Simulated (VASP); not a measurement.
# C (P1) in VASP: single point with r2SCAN

Aim: the single point of C with r2SCAN.

All numbers are computed with VASP 6.6.1; they aren't measurements. Logs are shortened: lines on timing, memory, paths and dates and some standing lists are left out, and cuts for length are marked.

## Step 1: The cell of the first run

The typed cell holds 4 atoms: a = 2.456 Å, b = 3.794 Å, c = 4.254 Å, α = 111.95°, β = 90.00°, γ = 90.00°.

## Step 2: Single point, r2SCAN (atoms moved at random)

POSCAR

```
C
1.0
    1.2279165312     -2.1268138194      0.0000000000
    1.2279165312      0.7089379398      3.5190776204
   -3.6837495935     -2.1268138194      0.0000000000
C
4
Direct
    0.4350921247      0.3025349998      0.7601135080
   -0.1347479197      0.5645897707      0.1156323784
    0.7140605860      0.6631597410      0.3236807854
   -0.0144047911      0.4697154886      0.8005733282
```

INCAR.step1

```
SYSTEM = C
ALGO = Normal
EDIFF = 1E-5
ENCUT = 660
GGA = PE
GGA_COMPAT = .FALSE.
ISMEAR = 0
LASPH = .TRUE.
LCHARG = .FALSE.
LREAL = .FALSE.
LWAVE = .TRUE.
NBANDS = 16
NELM = 120
PREC = Accurate
SIGMA = 0.05
```

INCAR.step2

```
SYSTEM = C
ALGO = Normal
EDIFF = 1E-6
ENCUT = 660
GGA_COMPAT = .FALSE.
ISIF = 2
ISMEAR = 0
ISTART = 1
LASPH = .TRUE.
LCHARG = .FALSE.
LMIXTAU = .TRUE.
LREAL = .FALSE.
LWAVE = .FALSE.
METAGGA = R2SCAN
NBANDS = 16
NELM = 120
PREC = Accurate
SIGMA = 0.05
```

KPOINTS

```
k-points
0
G
  10 8 6
  0 0 0
```

Potentials or basis: VASP PAW PBE potentials, release 64 (C).

Command:

```sh
$ cat potpaw_PBE.64/C/POTCAR > POTCAR
$ cp INCAR.step1 INCAR
$ mpirun -np 1 vasp_std > vasp.out
$ cp INCAR.step2 INCAR
$ mpirun -np 1 vasp_std > vasp.out
```

OUTCAR:

```text
SYSTEM = C
   EDIFF = 1E-6
   ENCUT = 660
   ISIF = 2
   ISMEAR = 0
   ISTART = 1
   LASPH = .TRUE.
   LREAL = .FALSE.
   METAGGA = R2SCAN
   NELM = 120
   PREC = Accurate

 ion  position               nearest neighbor table
   1  0.435  0.303  0.760-   4 1.25   4 1.48   2 1.81   2 2.03
   2  0.865  0.565  0.116-   3 0.90   4 1.29   1 1.81   1 2.03
   3  0.714  0.663  0.324-   2 0.90
   4  0.986  0.470  0.801-   1 1.25   2 1.29   1 1.48

 -----------------------------------------------------------------------------
|                                                                             |
|           W    W    AA    RRRRR   N    N  II  N    N   GGGG   !!!           |
|           W    W   A  A   R    R  NN   N  II  NN   N  G    G  !!!           |
|           W    W  A    A  R    R  N N  N  II  N N  N  G       !!!           |
|           W WW W  AAAAAA  RRRRR   N  N N  II  N  N N  G  GGG   !            |
|           WW  WW  A    A  R   R   N   NN  II  N   NN  G    G                |
|           W    W  A    A  R    R  N    N  II  N    N   GGGG   !!!           |
|                                                                             |
|     The distance between some ions is very small. Please check the          |
|     nearest-neighbor list in the OUTCAR file.                               |
|     I HOPE YOU KNOW WHAT YOU ARE DOING!                                     |
|                                                                             |
 -----------------------------------------------------------------------------

  LATTYP: Found a simple monoclinic cell.
 ALAT       =     3.7939793500
 B/A-ratio  =     0.6472974246
 C/A-ratio  =     1.1211520270
 COS(beta)  =    -0.3737173424

  Lattice vectors:

 A1 = (   1.2279165312,   0.7089379398,   3.5190776204)
 A2 = (  -1.2279165312,   2.1268138194,   0.0000000000)
 A3 = (  -3.6837495935,  -2.1268138194,   0.0000000000)

Analysis of symmetry for initial positions (statically):
=====================================================================
 Subroutine PRICEL returns:
 Original cell was already a primitive cell.

 Routine SETGRP: Setting up the symmetry group for a
 simple monoclinic supercell.

 Subroutine GETGRP returns: Found  1 space group operations
 (whereof  1 operations were pure point group operations)
 out of a pool of  4 trial point group operations.

The static configuration has the point symmetry C_1 .

Analysis of symmetry for dynamics (positions and initial velocities):
=====================================================================
 Subroutine PRICEL returns:
 Original cell was already a primitive cell.

 Routine SETGRP: Setting up the symmetry group for a
 simple monoclinic supercell.

 Subroutine GETGRP returns: Found  1 space group operations
 (whereof  1 operations were pure point group operations)
 out of a pool of  4 trial point group operations.

The dynamic configuration has the point symmetry C_1 .

 Subroutine INISYM returns: Found  1 space group operations
 (whereof  1 operations are pure point group operations),
 and found     1 'primitive' translations

----------------------------------------------------------------------------------------

                                     Primitive cell

  volume of cell :      36.7610

  direct lattice vectors                    reciprocal lattice vectors
     1.227916531 -2.126813819  0.000000000     0.203596901 -0.352640176 -0.000000000
     1.227916531  0.708937940  3.519077620     0.000000000  0.000000000  0.284165372
    -3.683749593 -2.126813819  0.000000000    -0.203596901 -0.117546725  0.094721791

  length of vectors
     2.455833062  3.793979350  4.253627639     0.407193801  0.284165372  0.253458376

  position of ions in fractional coordinates (direct lattice)
     0.435092125  0.302535000  0.760113508
     0.865252080  0.564589771  0.115632378
     0.714060586  0.663159741  0.323680785
     0.985595209  0.469715489  0.800573328

  ion indices of the primitive-cell ions
   primitive index   ion index
                 1           1
                 2           2
                 3           3
                 4           4

----------------------------------------------------------------------------------------

 KPOINTS: k-points

Automatic generation of k-mesh.
 Grid dimensions read from file:
 generate k-points for:   10    8    6

 Generating k-lattice:

  Cartesian coordinates                     Fractional coordinates (reciprocal lattice)
     0.020359690 -0.035264018 -0.000000000     0.100000000 -0.000000000  0.000000000
     0.000000000  0.000000000  0.035520671     0.000000000  0.125000000  0.000000000
    -0.033932817 -0.019591121  0.015786965     0.000000000 -0.000000000  0.166666667

  Length of vectors
     0.040719380  0.035520671  0.042243063

  Shift w.r.t. Gamma in fractional coordinates (k-lattice)
     0.000000000  0.000000000  0.000000000

 Subroutine IBZKPT returns following result:
 ===========================================

 Found    244 irreducible k-points:

 Following reciprocal coordinates:
            Coordinates               Weight
  0.000000  0.000000  0.000000      1.000000
  0.100000 -0.000000 -0.000000      2.000000
  0.200000 -0.000000 -0.000000      2.000000
  0.300000 -0.000000 -0.000000      2.000000
  0.400000 -0.000000  0.000000      2.000000
  0.500000 -0.000000 -0.000000      1.000000
[... 16 lines left out ...]
  0.300000 -0.250000 -0.000000      2.000000
  0.400000  0.250000  0.000000      2.000000
 [... further k-points ...]
   k-points           NKPTS =    244   k-points in BZ     NKDIM =    244   number of bands    NBANDS=     16
   number of dos      NEDOS =    301   number of ions     NIONS =      4
   total plane-waves  NPLWV =  27648
   dimension x,y,z NGX =    24 NGY =   32 NGZ =   36
   dimension x,y,z NGXF=    48 NGYF=   64 NGZF=   72
   ions per type =               4
   NGX,Y,Z   is equivalent  to a cutoff of  16.25, 14.02, 14.07 a.u.
   NGXF,Y,Z  is equivalent  to a cutoff of  32.49, 28.04, 28.14 a.u.
 SYSTEM =  C
   PREC   = accura    normal or accurate (medium, high low for compatibility)
   ISTART =      1    job   : 0-new  1-cont  2-samecut
   ICHARG =      0    charge: 1-file 2-atom 10-const
   ISPIN  =      1    spin polarized calculation?
   LNONCOLLINEAR =      F non collinear calculations
   LSORBIT =      F    spin-orbit coupling
   LASPH  =      T    aspherical Exc in radial PAW
   ENCUT  =  660.0 eV  48.51 Ry    6.96 a.u.   5.14  7.95  8.91*2*pi/ulx,y,z
   NELM   =    120;   NELMIN=  2; NELMDL=  0     # of ELM steps
   EDIFF  = 0.1E-05   stopping-criterion for ELM
   LREAL  =      F    real-space projection
   EDIFFG = 0.1E-04   stopping-criterion for IOM
   NSW    =      0    number of steps for IOM
   IBRION =     -1    ionic relax: 0-MD 1-quasi-New 2-CG
   NFREE  =      0    steps in history (QN), initial steepest desc. (CG)
   ISIF   =      2    stress and relaxation
   ISYM   =      2    0-nonsym 1-usesym 2-fastsym
   POTIM  = 0.5000    time-step for ionic-motion
   TEBEG  =    0.0;   TEEND  =   0.0 temperature during run
   PSTRESS=    0.0 pullay stress
   NELECT =      16.0000    total number of electrons
   NUPDOWN=      -1.0000    fix difference up-down
   EMIN   =  10.00;   EMAX   =-10.00  energy-range for DOS
   EFERMI =   0.00;   METHOD = LEGACY
   ISMEAR =     0;   SIGMA  =   0.05  broadening in eV -4-tet -1-fermi 0-gaus
   EFERMI_NEDOS =   21; number of points for ismear=-14 and -15
   IALGO  =     38    algorithm
   IMIX   =      4    mixing-type and parameters
     AMIX     =   0.40;   BMIX     =  1.00
     AMIX_MAG =   1.60;   BMIX_MAG =  1.00
  volume/ion in A,a.u.               =       9.19        62.02
  Fermi-wavevector in a.u.,A,eV,Ry     =   1.240659  2.344506 20.942561  1.539235
  Thomas-Fermi vector in A             =   2.375090
   LORBIT       =      0    0 simple, 1 ext, 2 COOP (PROOUT), +10 PAW based schemes
   METAGGA = R2SCAN    functional components
   LHFCALC =     F    Hartree Fock is set to
   AEXX    =    0.0000 exact exchange contribution
   IVDW    =     0    specifies the selected vdW correction
   LEPSILON=     F    determine dielectric tensor
   LRPA    =     F    only Hartree local field effects (RPA)
 non-spin polarized calculation
 Gauss-broadening in eV      SIGMA  =   0.05
  energy-cutoff  :      660.00
  volume of cell :       36.76
 maximum number of plane-waves:      1440
 NGX is ok and might be reduce to    24
   NGX = 11   NGY = 15   NGZ = 17

 number of electron      16.0000001 magnetization

 Free energy of the ion-electron system (eV)
  ---------------------------------------------------
  ext. energy  EPLUGINS =         0.00000000
  ---------------------------------------------------
  free energy    TOTEN  =       -18.06862902 eV

  energy without entropy =      -18.06773575  energy(sigma->0) =      -18.06818239

 E-fermi :   2.8750     XC(G=0): -10.7108

 val. band max:        2.8480222248   @ k =   0.5000   0.5000  -0.0000
 cond. band min:       2.8784491500   @ k =   0.2000   0.5000   0.3333
 fundamental gap:      0.0304269252
 Fermi energy:         2.8750293065

 k-point     1 :       0.0000    0.0000    0.0000
  band No.  band energies     occupation
      1     -18.5049      2.00000
      2     -12.6547      2.00000
      3      -7.7576      2.00000
      4      -4.5720      2.00000
      5      -4.3924      2.00000
      6      -1.3035      2.00000
[... 8 lines left out ...]
     15      17.4001      0.00000
     16      20.1374      0.00000

 k-point     2 :       0.1000   -0.0000   -0.0000
  band No.  band energies     occupation
      1     -18.3294      2.00000
      2     -12.5568      2.00000
      3      -7.7374      2.00000
      4      -5.2214      2.00000
      5      -4.2019      2.00000
      6      -1.1543      2.00000
[... 8 lines left out ...]
     15      16.9149      0.00000
     16      19.9508      0.00000

 k-point     3 :       0.2000   -0.0000   -0.0000
  band No.  band energies     occupation
      1     -17.8072      2.00000
      2     -12.2974      2.00000
      3      -8.2070      2.00000
      4      -6.0146      2.00000
      5      -3.7444      2.00000
      6      -1.0747      2.00000
[... 8 lines left out ...]
     15      16.7899      0.00000
     16      19.4996      0.00000

 k-point     4 :       0.3000   -0.0000   -0.0000
  band No.  band energies     occupation
      1     -16.9569      2.00000
      2     -12.0532      2.00000
      3      -9.6565      2.00000
      4      -5.7567      2.00000
      5      -3.1471      2.00000
      6      -1.8646      2.00000
[... 8 lines left out ...]
     15      17.5490      0.00000
     16      18.4657      0.00000

 k-point     5 :       0.4000   -0.0000    0.0000
  band No.  band energies     occupation
      1     -15.8412      2.00000
      2     -12.5429      2.00000
      3     -10.5702      2.00000
      4      -5.2691      2.00000
      5      -3.0917      2.00000
      6      -1.8389      2.00000
[... 8 lines left out ...]
     15      16.8798      0.00000
     16      18.3650      0.00000

 k-point     6 :       0.5000   -0.0000   -0.0000
  band No.  band energies     occupation
      1     -14.9650      2.00000
      2     -13.4403      2.00000
      3     -10.6227      2.00000
      4      -5.1112      2.00000
      5      -3.1926      2.00000
      6      -1.4636      2.00000
[... 8 lines left out ...]
     15      16.8294      0.00000
     16      17.6680      0.00000
[... 267 lines left out ...]
 k-point    21 :       0.2000   -0.2500   -0.0000
  band No.  band energies     occupation
      1     -17.7321      2.00000
      2     -12.3969      2.00000
      3      -8.1121      2.00000
      4      -6.1339      2.00000
      5      -4.1706      2.00000
      6      -1.2619      2.00000
[... 8 lines left out ...]
     15      17.0754      0.00000
     16      19.8149      0.00000

 k-point    22 :       0.3000    0.2500   -0.0000
  band No.  band energies     occupation
      1     -16.8829      2.00000
      2     -12.1220      2.00000
      3      -9.6642      2.00000
      4      -5.7287      2.00000
      5      -3.5581      2.00000
      6      -1.7435      2.00000
[... 8 lines left out ...]
     15      16.8221      0.00000
     16      18.4080      0.00000

 k-point    23 :       0.3000   -0.2500   -0.0000
  band No.  band energies     occupation
      1     -16.8869      2.00000
      2     -12.1154      2.00000
      3      -9.6140      2.00000
      4      -5.8948      2.00000
      5      -3.3225      2.00000
      6      -2.1475      2.00000
[... 8 lines left out ...]
     15      18.2268      0.00000
     16      19.1633      0.00000

 k-point    24 :       0.4000    0.2500    0.0000
  band No.  band energies     occupation
      1     -15.7732      2.00000
      2     -12.5205      2.00000
      3     -10.6331      2.00000
      4      -5.3561      2.00000
      5      -3.1802      2.00000
      6      -1.9071      2.00000
[... 8 lines left out ...]
     15      17.3302      0.00000
     16      19.2682      0.00000

 [... further k-points ...]

------------------------ aborting loop because EDIFF is reached ----------------------------------------

  FORCE on cell =-STRESS in cart. coord.  units (eV):
  Direction    XX          YY          ZZ          XY          YZ          ZX
  --------------------------------------------------------------------------------------
  -------------------------------------------------------------------------------------
  Total       77.4658441     12.2106128     12.6802264      2.3130826     -1.6520232    -32.6767081
  in kB     3376.2428876    532.1828602    552.6503303    100.8125444    -72.0011709  -1424.1696419
  external PRESSURE =    1487.0253594 kB  Pullay stress =       0.0000000 kB

 VOLUME and BASIS-vectors are now :
 -----------------------------------------------------------------------------
  energy-cutoff  :      660.00
  volume of cell :       36.76
      direct lattice vectors                 reciprocal lattice vectors
     1.227916531 -2.126813819  0.000000000     0.203596901 -0.352640176 -0.000000000
     1.227916531  0.708937940  3.519077620     0.000000000  0.000000000  0.284165372
    -3.683749593 -2.126813819  0.000000000    -0.203596901 -0.117546725  0.094721791

 POSITION                                       TOTAL-FORCE (eV/Angst)
 -----------------------------------------------------------------------------------
     -1.89432     -2.32750      1.06464         7.490427     -5.366418     -3.590863
      1.32977     -1.68590      1.98684        68.191006      4.971613    -26.783942
      0.49875     -1.73694      2.33371       -77.444153     -6.816726     33.190285
     -1.16211     -3.46585      1.65297         1.762720      7.211532     -2.815480
 -----------------------------------------------------------------------------------
    total drift:                               -0.000116     -0.000280      0.000349

  FREE ENERGIE OF THE ION-ELECTRON SYSTEM (eV)
  ---------------------------------------------------
  free  energy   TOTEN  =       -18.0686290157 eV

  energy  without entropy=      -18.0677357547  energy(sigma->0) =      -18.06818239
```

It took 11 min on 1 thread of Intel Xeon 8259CL, shared host; peak memory 0.27 GiB.

What came out:

```
Free energy            : -18.0686 eV
Pressure               : 148.7 GPa
Largest force          : 84.532 eV/Å
Band gap on the k mesh : zero (bands 8 and 9 overlap by 0.81 eV)
```

Forces in eV/Å, atoms in the order of the input:
```
C     7.490  -5.366  -3.591
C    68.191   4.972 -26.784
C   -77.444  -6.817  33.190
C     1.763   7.212  -2.815
```

Stress tensor (GPa, compression positive):
```
 337.62   10.08 -142.42
  10.08   53.22   -7.20
-142.42   -7.20   55.27
```

Levels at points of the mesh, in eV from the Fermi level:
| k point | band 6 | band 7 | band 8 | band 9 | band 10 | band 11 |
| --- | --- | --- | --- | --- | --- | --- |
| (0.00, 0.00, 0.00) | -4.18 | -3.08 | -0.13 | 3.10 | 3.67 | 7.39 |
| (0.50, 0.00, 0.00) | -4.34 | -2.56 | -1.51 | -0.65 | 2.11 | 9.68 |
| (0.00, 0.50, 0.00) | -4.32 | -1.60 | -0.69 | 2.74 | 4.94 | 7.94 |
| (0.50, 0.50, 0.00) | -4.33 | -2.85 | -1.66 | -0.03 | 1.69 | 8.92 |
| (0.00, 0.00, 0.50) | -2.56 | -2.21 | -0.93 | 2.53 | 3.36 | 6.65 |
| (0.50, 0.00, 0.50) | -4.63 | -2.27 | 0.05 | 0.56 | 1.45 | 9.07 |
| (0.00, 0.50, 0.50) | -4.81 | -1.50 | 0.05 | 3.85 | 5.02 | 8.09 |
| (0.50, 0.50, 0.50) | -5.17 | -2.93 | -1.59 | 0.53 | 1.80 | 9.15 |

Caveat: the cell differs from its parent crystal (atoms moved at random); atoms lie so close that the PAW spheres overlap strongly, which falsifies energies and pressures; the cell stands under pressure; the PAW data sets were made with another functional, which shifts forces and pressure a little.
